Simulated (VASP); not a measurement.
# PbO (P4/nmm) in VASP: notebook

Aim: see how the results for PbO move with the level of theory and the settings. Levels: PBE, r2SCAN, BLYP. Tasks: single point, relaxation of cell and atoms.

Everything below comes from runs of VASP 6.6.1. Logs are shortened: lines on timing, memory, paths and dates and some standing lists are left out, and cuts for length are marked.

### Step 1. The cell of the first run

The structure is tetragonal, space group P4/nmm (No. 129). Conventional cell: a = 3.963 Å, b = 3.963 Å, c = 4.976 Å, α = 90.00°, β = 90.00°, γ = 90.00°. Within 3.1 Å of Pb (site symmetry 4mm) lie 4 O at 2.31 Å. Within 3.1 Å of O (site symmetry -4m2) lie 4 Pb at 2.31 Å and 4 O at 2.80 Å.

### Step 2. Single point, PBE, non-collinear spin, zero start, spin-orbit coupling

Input file INCAR:

```
PREC     = Accurate       # precision mode
ENCUT    = 600            # plane-wave cutoff, eV
EDIFF    = 1E-6           # SCF threshold, eV
ISMEAR   = -1             # smearing method
SIGMA    = 0.05           # smearing width, eV
LREAL    = False          # projectors in reciprocal space
LASPH    = True           # aspherical terms in the spheres
NELM     = 200            # most SCF steps
ALGO     = Normal         # electronic algorithm
ISIF     = 2              # what is computed and relaxed
LWAVE    = False          # write WAVECAR
LCHARG   = False          # write CHGCAR
MAGMOM   = 0 0 0 0 0 0 0 0 0 0 0 0 # initial moments
LORBIT   = 11             # projections on sites
LSORBIT  = True           # spin-orbit coupling
GGA_COMPAT= False        
LORBMOM  = True         
GGA      = PE             # functional
NBANDS   = 54             # bands
```

Input file KPOINTS:

```
regular mesh
0
Gamma
  7 7 6
```

Input file POSCAR:

```
PbO
1.0
    3.9632206696      0.0000000000      0.0000000000
    0.0000000000      3.9632206696      0.0000000000
    0.0000000000      0.0000000000      4.9763748258
Pb O
2 2
Direct
    0.5000000000      0.0000000000      0.7600000000
    0.0000000000      0.5000000000      0.2400000000
    0.5000000000      0.5000000000      0.0000000000
    0.0000000000      0.0000000000      0.0000000000
```

Potentials or basis: VASP PAW PBE potentials, release 64 (Pb_d, O).

Command:

```console
> cat potpaw_PBE.64/Pb_d/POTCAR potpaw_PBE.64/O/POTCAR > POTCAR
> mpirun -np 1 vasp_ncl > vasp.out
```

OUTCAR:

```text
PREC = Accurate
   ENCUT = 600
   EDIFF = 1E-6
   ISMEAR = -1
   LREAL = False
   LASPH = True
   NELM = 200
   ISIF = 2
   LORBIT = 11
   LSORBIT = True
   GGA = PE

 ion  position               nearest neighbor table
   1  0.500  0.000  0.760-   3 2.31   4 2.31   3 2.31   4 2.31   2 3.68   2 3.68   2 3.68   2 3.68
                             2 3.81   2 3.81   2 3.81   2 3.81
   2  0.000  0.500  0.240-   3 2.31   4 2.31   4 2.31   3 2.31   1 3.68   1 3.68   1 3.68   1 3.68
                             1 3.81   1 3.81   1 3.81   1 3.81
   3  0.500  0.500  0.000-   1 2.31   2 2.31   1 2.31   2 2.31
   4  0.000  0.000  0.000-   1 2.31   2 2.31   2 2.31   1 2.31

  LATTYP: Found a simple tetragonal cell.
 ALAT       =     3.9632206696
 C/A-ratio  =     1.2556390978

  Lattice vectors:

 A1 = (   3.9632206696,   0.0000000000,   0.0000000000)
 A2 = (   0.0000000000,   3.9632206696,   0.0000000000)
 A3 = (   0.0000000000,   0.0000000000,   4.9763748258)

Analysis of symmetry for initial positions (statically):
=====================================================================
 Subroutine PRICEL returns:
 Original cell was already a primitive cell.

 Routine SETGRP: Setting up the symmetry group for a
 simple tetragonal supercell.

 Subroutine GETGRP returns: Found 16 space group operations
 (whereof  8 operations were pure point group operations)
 out of a pool of 16 trial point group operations.

The static configuration has the point symmetry D_2d.
 The point group associated with its full space group is D_4h.

Analysis of symmetry for dynamics (positions and initial velocities):
=====================================================================
 Subroutine PRICEL returns:
 Original cell was already a primitive cell.

 Routine SETGRP: Setting up the symmetry group for a
 simple tetragonal supercell.

 Subroutine GETGRP returns: Found 16 space group operations
 (whereof  8 operations were pure point group operations)
 out of a pool of 16 trial point group operations.

The dynamic configuration has the point symmetry D_2d.
 The point group associated with its full space group is D_4h.

Analysis of structural, dynamic, and magnetic symmetry:
=====================================================================
 Subroutine PRICEL returns:
 Original cell was already a primitive cell.

 Routine SETGRP: Setting up the symmetry group for a
 simple tetragonal supercell.

 Subroutine GETGRP returns: Found 16 space group operations
 (whereof  8 operations were pure point group operations)
 out of a pool of 16 trial point group operations.

The overall configuration has the point symmetry D_2d.
 The point group associated with its full space group is D_4h.

 Subroutine INISYM returns: Found 16 space group operations
 (whereof  8 operations are pure point group operations),
 and found     1 'primitive' translations

----------------------------------------------------------------------------------------

                                     Primitive cell

  volume of cell :      78.1645

  direct lattice vectors                    reciprocal lattice vectors
     3.963220670  0.000000000  0.000000000     0.252320041  0.000000000  0.000000000
     0.000000000  3.963220670  0.000000000     0.000000000  0.252320041  0.000000000
     0.000000000  0.000000000  4.976374826     0.000000000  0.000000000  0.200949493

  length of vectors
     3.963220670  3.963220670  4.976374826     0.252320041  0.252320041  0.200949493

  position of ions in fractional coordinates (direct lattice)
     0.500000000  0.000000000  0.760000000
     0.000000000  0.500000000  0.240000000
     0.500000000  0.500000000  0.000000000
     0.000000000  0.000000000  0.000000000

  ion indices of the primitive-cell ions
   primitive index   ion index
                 1           1
                 2           2
                 3           3
[... 119 lines left out ...]
  ---------------------------------------------------
  ext. energy  EPLUGINS =         0.00000000
  ---------------------------------------------------
  free energy    TOTEN  =       -22.15548981 eV

  energy without entropy =      -22.15548973  energy(sigma->0) =      -22.15548977

 E-fermi :   5.9679     XC(G=0):  -9.9258

 val. band max:        5.2884155622   @ k =   0.0000   0.0000   0.0000
 cond. band min:       6.6312904999   @ k =   0.4286   0.4286   0.0000
 fundamental gap:      1.3428749377
 Fermi energy:         5.9678948462

 k-point     1 :       0.0000    0.0000    0.0000
  band No.  band energies     occupation
      1     -13.2107      1.00000
      2     -13.2107      1.00000
      3     -12.9169      1.00000
      4     -12.9169      1.00000
      5     -12.1255      1.00000
      6     -12.1255      1.00000
[... 1309 lines left out ...]
     51      13.0072      0.00000
     52      13.0072      0.00000

 [... further k-points ...]

 [bands above 52 left out]

------------------------ aborting loop because EDIFF is reached ----------------------------------------

  FORCE on cell =-STRESS in cart. coord.  units (eV):
  Direction    XX          YY          ZZ          XY          YZ          ZX
  --------------------------------------------------------------------------------------
  -------------------------------------------------------------------------------------
  Total        2.4939611      2.4939611      1.9157710      0.0000000      0.0000000      0.0000000
  in kB       51.1199787     51.1199787     39.2685256      0.0000000      0.0000000      0.0000000
  external PRESSURE =      47.1694943 kB  Pullay stress =       0.0000000 kB

 VOLUME and BASIS-vectors are now :
 -----------------------------------------------------------------------------
  energy-cutoff  :      600.00
  volume of cell :       78.16
      direct lattice vectors                 reciprocal lattice vectors
     3.963220670  0.000000000  0.000000000     0.252320041  0.000000000  0.000000000
     0.000000000  3.963220670  0.000000000     0.000000000  0.252320041  0.000000000
     0.000000000  0.000000000  4.976374826     0.000000000  0.000000000  0.200949493

 POSITION                                       TOTAL-FORCE (eV/Angst)
 -----------------------------------------------------------------------------------
      1.98161      0.00000      3.78204        -0.000000      0.000000     -0.323641
      0.00000      1.98161      1.19433         0.000000      0.000000      0.323641
      1.98161      1.98161      0.00000        -0.000000     -0.000000      0.000000
      0.00000      0.00000      0.00000         0.000000      0.000000      0.000000
 -----------------------------------------------------------------------------------
    total drift:                                0.000000     -0.000000     -0.000000

  FREE ENERGIE OF THE ION-ELECTRON SYSTEM (eV)
  ---------------------------------------------------
  free  energy   TOTEN  =       -22.1554898077 eV

  energy  without entropy=      -22.1554897335  energy(sigma->0) =      -22.15548977

 orbital moment (x)

 # of ion     p       d       tot
 ----------------------------------------
  1         0.000  -0.000  -0.000
  2         0.000  -0.000  -0.000
  3         0.000   0.000   0.000
  4         0.000   0.000   0.000
 ----------------------------------------
            0.000  -0.000  -0.000

 orbital moment (y)

 # of ion     p       d       tot
 ----------------------------------------
  1         0.000  -0.000   0.000
  2         0.000  -0.000  -0.000
  3        -0.000   0.000  -0.000
  4        -0.000   0.000  -0.000
 ----------------------------------------
            0.000  -0.000   0.000

 orbital moment (z)

 # of ion     p       d       tot
 ----------------------------------------
  1         0.000  -0.000  -0.000
  2         0.000   0.000   0.000
  3        -0.000   0.000  -0.000
  4         0.000   0.000   0.000
 ----------------------------------------
           -0.000  -0.000  -0.000

 Spin-Orbit-Coupling matrix elements

 Ion:    1  E_soc:     -0.7794827
 l=   1
     0.0000000    -0.0672830    -0.0560417
    -0.0672830     0.0000000    -0.0672830
    -0.0560417    -0.0672830     0.0000000
 l=   2
     0.0000000    -0.0133707     0.0000000    -0.0133707    -0.0524282
    -0.0133707     0.0000000    -0.0404141    -0.0129188    -0.0131085
     0.0000000    -0.0404141     0.0000000    -0.0404141     0.0000000
    -0.0133707    -0.0129188    -0.0404141     0.0000000    -0.0131085
    -0.0524282    -0.0131085     0.0000000    -0.0131085     0.0000000
 l=   3
     0.0000000     0.0000000     0.0000000     0.0000000     0.0000000     0.0000000     0.0000000
     0.0000000     0.0000000     0.0000000     0.0000000     0.0000000     0.0000000     0.0000000
     0.0000000     0.0000000     0.0000000     0.0000000     0.0000000     0.0000000     0.0000000
     0.0000000     0.0000000     0.0000000     0.0000000     0.0000000     0.0000000     0.0000000
[... 49 lines left out ...]
 l=   2
     0.0000000     0.0000000     0.0000000     0.0000000     0.0000000
     0.0000000     0.0000000     0.0000000     0.0000000     0.0000000
     0.0000000     0.0000000     0.0000000     0.0000000     0.0000000
     0.0000000     0.0000000     0.0000000     0.0000000     0.0000000
     0.0000000     0.0000000     0.0000000     0.0000000     0.0000000
 l=   3
     0.0000000     0.0000000     0.0000000     0.0000000     0.0000000     0.0000000     0.0000000
     0.0000000     0.0000000     0.0000000     0.0000000     0.0000000     0.0000000     0.0000000
     0.0000000     0.0000000     0.0000000     0.0000000     0.0000000     0.0000000     0.0000000
     0.0000000     0.0000000     0.0000000     0.0000000     0.0000000     0.0000000     0.0000000
     0.0000000     0.0000000     0.0000000     0.0000000     0.0000000     0.0000000     0.0000000
     0.0000000     0.0000000     0.0000000     0.0000000     0.0000000     0.0000000     0.0000000
     0.0000000     0.0000000     0.0000000     0.0000000     0.0000000     0.0000000     0.0000000

 total charge

# of ion       s       p       d       tot
------------------------------------------
    1        1.370   0.646   9.882  11.899
    2        1.370   0.646   9.882  11.899
    3        1.577   3.393   0.000   4.970
    4        1.577   3.393   0.000   4.970
--------------------------------------------------
tot          5.894   8.078  19.765  33.737

 magnetization (x)

# of ion       s       p       d       tot
------------------------------------------
    1        0.000   0.000   0.000   0.000
    2        0.000   0.000   0.000   0.000
    3        0.000   0.000   0.000   0.000
    4        0.000   0.000   0.000   0.000
--------------------------------------------------
tot          0.000   0.000   0.000   0.000

 magnetization (y)

# of ion       s       p       d       tot
------------------------------------------
    1       -0.000   0.000  -0.000  -0.000
    2       -0.000   0.000   0.000  -0.000
    3        0.000  -0.000   0.000  -0.000
    4        0.000  -0.000   0.000  -0.000
--------------------------------------------------
tot         -0.000  -0.000   0.000  -0.000

 magnetization (z)

# of ion       s       p       d       tot
------------------------------------------
    1        0.000   0.000   0.000   0.000
    2        0.000   0.000   0.000   0.000
    3       -0.000  -0.000   0.000  -0.000
    4        0.000  -0.000   0.000  -0.000
--------------------------------------------------
tot         -0.000  -0.000   0.000  -0.000
```

Run time: 4 min. Hardware: 1 thread of Intel Xeon 6975P-C (Granite Rapids), shared host; peak memory 0.52 GiB.

What came out:

```
Free energy                                           : -22.1555 eV
Pressure                                              : 4.7 GPa
Largest force                                         : 0.324 eV/Å
Net moment                                            : 0.00 μB per cell
Valence electrons inside the program's atomic spheres : Pb 11.90; O 4.97
```

Forces on the atoms (eV/Å):
```
Pb   0.000  0.000 -0.324
Pb   0.000  0.000  0.324
O    0.000  0.000  0.000
O    0.000  0.000  0.000
```

Moments on the atoms (μB; x, y, z):
```
Pb  0.00 0.00 0.00
Pb  0.00 0.00 0.00
O   0.00 0.00 0.00
O   0.00 0.00 0.00
```

Caveat: the cell stands under pressure.

### Step 3. Relaxation of cell and atoms, r2SCAN, target pressure 5 GPa, at which the enthalpy is minimised

This run uses another cell than the first one, of 19.94 Å³/atom.

Input file POSCAR:

```
PbO
1.0
    3.9900000000      0.0000000000      0.0000000000
    0.0000000000      3.9900000000      0.0000000000
    0.0000000000      0.0000000000      5.0100000000
Pb O
2 2
Direct
    0.5000000000      0.0000000000      0.7600000000
    0.0000000000      0.5000000000      0.2400000000
    0.5000000000      0.5000000000      0.0000000000
    0.0000000000      0.0000000000      0.0000000000
```

Input file INCAR.step1:

```
SYSTEM = PbO
ALGO = Normal ; EDIFF = 1E-5
EDIFFG = -0.005 ; ENCUT = 660
GGA = PE ; GGA_COMPAT = .False.
IBRION = 2 ; ISIF = 3
ISMEAR = -1 ; LASPH = .True.
LCHARG = .False. ; LREAL = .False.
LWAVE = .True. ; NELM = 120
NELMIN = 4 ; NSW = 100
PREC = Accurate ; SIGMA = 0.05
```

Input file INCAR.step2:

```
SYSTEM = PbO
ALGO = Normal ; EDIFF = 1E-7
EDIFFG = -0.01 ; ENCUT = 660
GGA_COMPAT = .False. ; IBRION = 2
ISIF = 3 ; ISMEAR = -1
ISTART = 1 ; LASPH = .True.
LCHARG = .False. ; LMIXTAU = .True.
LREAL = .False. ; LWAVE = .False.
METAGGA = R2SCAN ; NELM = 120
NELMIN = 4 ; NSW = 60
PREC = Accurate ; PSTRESS = 50.0
SIGMA = 0.05
```

Input file KPOINTS:

```
k-points
0
Gamma
  7 7 6
  0 0 0
```

Potentials or basis: VASP PAW PBE potentials, release 64 (Pb_d, O).

Command:

```console
> cat potpaw_PBE.64/Pb_d/POTCAR potpaw_PBE.64/O/POTCAR > POTCAR
> cp INCAR.step1 INCAR
> mpirun -np 1 vasp_std > vasp.out
> cp INCAR.step2 INCAR
> mpirun -np 1 vasp_std > vasp.out
```

Run time: 65 min. Hardware: 1 thread of Intel Xeon Platinum 8259CL at 2.50GHz (Skylake/Cascade Lake), shared host; peak memory 0.32 GiB.

The run converged. Its results:

- Free energy: -129.3791 eV
- Relaxed volume: 17.95 Å³/atom
- Relaxed cell: a = 3.968 Å, b = 3.968 Å, c = 4.561 Å, α = 90.00°, β = 90.00°, γ = 90.00°
- Space group after relaxing (to 0.1 Å): P4/nmm (No. 129)
- Energy change on relaxing (the run minimises the enthalpy): +32.8 meV/atom
- Ionic steps: 11
- Pressure after relaxing: 5.0 GPa
- Band gap on the k mesh: 1.48 eV (least direct gap 2.67 eV)

Step by step:
```tsv
step	energy change (eV)	largest force (eV/Å)	pressure (GPa)	volume (Å³)
1	0.0000	0.2955	0.10	79.76
2	0.2232	1.3619	10.62	72.92
3	0.0492	0.4539	4.67	76.36
4	0.0612	0.3070	4.78	75.42
5	0.1211	0.1036	5.30	72.90
6	0.1212	0.1180	5.03	72.42
7	0.1357	0.1340	4.77	71.69
8	0.1520	0.1896	6.20	71.23
9	0.1400	0.0211	5.26	71.53
10	0.1284	0.0053	4.92	71.89
11	0.1311	0.0011	4.99	71.80
```

Final structure:
```cif
data_structure
_symmetry_space_group_name_H-M 'P 1'
_symmetry_Int_Tables_number 1
_cell_length_a 3.9675
_cell_length_b 3.9675
_cell_length_c 4.5613
_cell_angle_alpha 90.000
_cell_angle_beta 90.000
_cell_angle_gamma 90.000
_cell_volume 71.80
loop_
_atom_site_label
_atom_site_type_symbol
_atom_site_fract_x
_atom_site_fract_y
_atom_site_fract_z
_atom_site_occupancy
Pb1 Pb 0.50000 0.00000 0.74242 1
Pb2 Pb 0.00000 0.50000 0.25758 1
O1 O 0.50000 0.50000 0.00000 1
O2 O 0.00000 0.00000 0.00000 1
```

Levels at points of the mesh, in eV from the valence-band top:
```
           k point  band 18  band 19  band 20  band 21  band 22  band 23
(0.00, 0.00, 0.00)    -1.82    -1.82    -0.03     3.46     5.83     5.83
(0.00, 0.00, 0.50)    -1.85    -1.85    -0.78     2.50     3.93     3.93
```

Caveat: the cell is relaxed towards a set pressure, so the run minimises the enthalpy, not the energy; the PAW data sets were made with another functional, which shifts forces and pressure a little; spin-orbit coupling is left out, which moves the levels of the heavy elements; an odd mesh through Γ misses points on the zone boundary, where band edges can lie.

### Step 4. Single point, BLYP

This run uses another cell than the first one, of 18.74 Å³/atom.

Input file INCAR:

```
PREC = Accurate
ENCUT = 600
EDIFF = 1E-6
ISMEAR = -1
SIGMA = 0.05
LREAL = F
LASPH = T
NELM = 120
ALGO = Normal
ISIF = 2
LWAVE = F
LCHARG = T
GGA = B5
ALDAX = 1.0
AGGAX = 1.0
AGGAC = 1.0
ALDAC = 0.0
LELF = T
LVHAR = T
NBANDS = 28
GGA_COMPAT = F
```

Input file KPOINTS:

```
Automatic mesh
0
Gamma
  7 7 6
```

Input file POSCAR:

```
PbO
1.0
    3.9085485738      0.0000000000      0.0000000000
    0.0000000000      3.9085485738      0.0000000000
    0.0000000000      0.0000000000      4.9077264047
Pb O
2 2
Direct
    0.5000000000      0.0000000000      0.7600000000
    0.0000000000      0.5000000000      0.2400000000
    0.5000000000      0.5000000000      0.0000000000
    0.0000000000      0.0000000000      0.0000000000
```

Command:

```console
> cat potpaw_PBE.64/Pb_d/POTCAR potpaw_PBE.64/O/POTCAR > POTCAR
> mpirun -np 1 vasp_std > vasp.out
```

Wall time 2.3 min (1 thread of Intel Xeon 8259CL, shared host); peak memory 0.24 GiB.

It converged, with:

| Quantity | Value |
| --- | --- |
| Free energy | -19.5914 eV |
| Pressure | 13.8 GPa |
| Largest force | 1.237 eV/Å |
| Band gap on the k mesh | 1.43 eV (least direct gap 2.57 eV) |

Forces in eV/Å, atoms in the order of the input:
```
Pb   0.000  0.000 -1.237
Pb   0.000  0.000  1.237
O    0.000  0.000  0.000
O    0.000  0.000  0.000
```

Stress tensor (GPa, compression positive):
```
14.85  0.00  0.00
 0.00 14.85  0.00
 0.00  0.00 11.79
```

Levels at points of the mesh, in eV from the valence-band top:
| k point | band 16 | band 17 | band 18 | band 19 | band 20 | band 21 | band 22 | band 23 | band 24 | band 25 |
| --- | --- | --- | --- | --- | --- | --- | --- | --- | --- | --- |
| (0.00, 0.00, 0.00) | -4.58 | -1.93 | -1.89 | -1.89 | 0.00 | 2.64 | 5.67 | 5.67 | 5.71 | 6.79 |
| (0.00, 0.00, 0.50) | -4.17 | -1.96 | -1.92 | -1.92 | -1.16 | 2.14 | 3.94 | 3.94 | 4.40 | 9.03 |

Caveat: the cell stands under pressure; the PAW data sets were made with another functional, which shifts forces and pressure a little; spin-orbit coupling is left out, which moves the levels of the heavy elements; an odd mesh through Γ misses points on the zone boundary, where band edges can lie.

### Step 5. Summary

| task | level | spin | cell | cutoff (eV) | gap on the mesh (eV) | pressure (GPa) | largest force (eV/Å) |
| --- | --- | --- | --- | --- | --- | --- | --- |
| single point | PBE | non-collinear, zero start, SOC | a = 3.963, b = 3.963, c = 4.976 Å, 4 atoms | 600 | - | 4.7 | 0.32 |
| relaxation of cell and atoms | r2SCAN | off | relaxed to 5 GPa from a = 3.990, b = 3.990, c = 5.010 Å, 4 atoms | 660 | 1.48 | 5.0 | - |
| single point | BLYP | off | a = 3.909, b = 3.909, c = 4.908 Å, 4 atoms | 600 | 1.43 | 13.8 | 1.24 |

Alike in all rows: potentials or basis VASP PAW PBE potentials, release 64 (Pb_d, O); k mesh 7 × 7 × 6; smearing fermi-dirac 0.05 eV.

Caveats: the cell stands under pressure (at least some runs); the PAW data sets were made with another functional, which shifts forces and pressure a little (at least some runs); spin-orbit coupling is left out, which moves the levels of the heavy elements (at least some runs); an odd mesh through Γ misses points on the zone boundary, where band edges can lie (at least some runs); the cell is relaxed towards a set pressure, so the run minimises the enthalpy, not the energy (at least some runs).

Absolute energies hang on the potentials; compare differences alone.
